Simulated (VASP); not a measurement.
Wanted: the native input for a VASP 6.6.1 run.

```
Task                   : single point
Functional             : PBEsol
Potentials or basis    : VASP PAW PBE potentials, release 64 (In_d, P)
Cutoff                 : 520 eV
k mesh                 : 12 × 12 × 12
Occupations            : fermi-dirac, width 0.1 eV
Spin                   : no spin polarisation
Dipole correction      : no
Further INCAR settings : ALGO = Normal; EDIFF = 1e-07; NBANDS = 16
```

The structure of InP (zincblende type) lies in POSCAR:

```
InP
1.0
    0.0000000000      2.4085272200      2.4085272200
    2.4085272200      0.0000000000      2.4085272200
    2.4085272200      2.4085272200      0.0000000000
In P
1 1
Direct
    0.0000000000      0.0000000000      0.0000000000
    0.2500000000      0.2500000000      0.2500000000
```

This cell differs from its parent crystal: volume scaled by 0.55.

These files were run (other wordings do the same):

INCAR

```
SYSTEM = InP
PREC = Accurate ; ENCUT = 520
EDIFF = 1E-7 ; ISMEAR = -1
SIGMA = 0.1 ; LREAL = .FALSE.
LASPH = .TRUE. ; NELM = 60
ALGO = Normal ; ISIF = 2
LWAVE = .FALSE. ; LCHARG = .FALSE.
GGA = PS ; NBANDS = 16
```

KPOINTS

```
Automatic mesh
0
G
  12 12 12
  0 0 0
```

Potentials or basis: VASP PAW PBE potentials, release 64 (In_d, P).

Run with:

```sh
$ cat potpaw_PBE.64/In_d/POTCAR potpaw_PBE.64/P/POTCAR > POTCAR
$ mpirun -np 1 vasp_std > vasp.out
```

Results of the run:

| Quantity | Value |
| --- | --- |
| Pressure | 147.5 GPa |

Caveat: the PAW data sets were made with another functional, which shifts forces and pressure a little.

Wall time 19 s on 1 thread of Intel(R) Xeon(R) 6975P-C (Granite Rapids), on a shared host, peak memory 0.17 GiB.
